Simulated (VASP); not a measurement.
**AlRu: single point with r2SCAN**

AlRu:

```xyz
2
Lattice="2.9916 0.0000 0.0000 0.0000 2.9916 0.0000 0.0000 0.0000 2.8420" Properties=species:S:1:pos:R:3 pbc="T T T"
Al    0.0000    0.0000    0.0000
Ru    1.4958    1.4958    1.4210
```

This cell differs from its parent crystal: strain +0.000 along x and y, -0.050 along z.

| Quantity | Value |
| --- | --- |
| Program | VASP 6.6.1 |
| Task | single point |
| Functional | r2SCAN |
| Potentials or basis | VASP PAW PBE potentials, release 64 (Al, Ru_pv) |
| Cutoff | 520 eV |
| k mesh | 16 × 16 × 16 |
| Occupations | gaussian, width 0.15 eV |
| Spin | no spin polarisation |

- Pressure: 10.8 GPa
- Band gap on the k mesh: zero (an odd number of electrons rules out a gap without spin polarisation)

Stress tensor (GPa, compression positive):
```
 6.94  0.00  0.00
 0.00  6.94  0.00
 0.00  0.00 18.56
```

Levels at points of the mesh, in eV from the Fermi level:
| k point | band 5 | band 6 | band 7 | band 8 | band 9 | band 10 | band 11 | band 12 | band 13 | band 14 |
| --- | --- | --- | --- | --- | --- | --- | --- | --- | --- | --- |
| (0.00, 0.00, 0.00) | -4.04 | -4.03 | -0.11 | 0.30 | 0.30 | 6.17 | 6.17 | 7.94 | 10.38 | 11.53 |
| (0.50, 0.00, 0.00) | -6.03 | -3.18 | -2.07 | -1.37 | 0.55 | 2.36 | 7.65 | 10.39 | 11.38 | 12.86 |
| (0.50, 0.50, 0.00) | -3.57 | -1.76 | -1.76 | -1.01 | -1.01 | 1.59 | 5.46 | 6.97 | 10.39 | 12.77 |
| (0.00, 0.00, 0.50) | -5.39 | -2.91 | -2.09 | -2.09 | 0.27 | 3.31 | 7.63 | 10.39 | 11.38 | 11.38 |
| (0.50, 0.00, 0.50) | -3.32 | -1.66 | -1.63 | -1.47 | -1.22 | 1.90 | 6.31 | 7.40 | 10.39 | 11.40 |
| (0.50, 0.50, 0.50) | -5.29 | -5.19 | 1.75 | 2.12 | 3.50 | 4.30 | 4.30 | 4.70 | 8.91 | 9.68 |

Run time: 6.7 min on 1 thread of Intel Xeon 8259CL, with other jobs on the host, peak memory 0.28 GiB.

Caveat: the cell differs from its parent crystal (strain +0.000 along x and y, -0.050 along z); the cell stands under pressure; the PAW data sets were made with another functional, which shifts forces and pressure a little.
